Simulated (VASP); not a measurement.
Here is a VASP 6.6.1 calculation.

INCAR

```
SYSTEM = CuI
PREC = Accurate
ENCUT = 520
EDIFF = 1E-6
ISMEAR = 0
SIGMA = 0.05
LREAL = .False.
LASPH = .True.
NELM = 80
ALGO = Normal
ISIF = 2
LWAVE = .False.
LCHARG = .False.
GGA = PE
NBANDS = 16
```

The input KPOINTS:

```
regular mesh
0
Gamma
  8 8 8
  0 0 0
```

POSCAR

```
CuI
1.0
    0.0000000000      2.7178300179      2.9451994126
    2.9451994126      0.0000000000      2.9451994126
    2.9451994126      2.7178300179      0.0000000000
Cu I
1 1
Direct
    0.7500000000      0.7500000000      0.7500000000
    0.0000000000      0.0000000000      0.0000000000
```

Potentials or basis: VASP PAW PBE potentials, release 64 (Cu, I).

Command:

```sh
$ cat potpaw_PBE.64/Cu/POTCAR potpaw_PBE.64/I/POTCAR > POTCAR
$ mpirun -np 1 vasp_std > vasp.out
```

What does it give for the band gap on the k mesh?

1.57 eV, direct.

What does it give for the pressure?

11.0 GPa.

Stress tensor (GPa, compression positive):
```
10.79  0.00  0.00
 0.00 11.50  0.00
 0.00  0.00 10.79
```

Caveat: spin-orbit coupling is left out, which moves the levels of the heavy elements. A k mesh can miss the band edges.
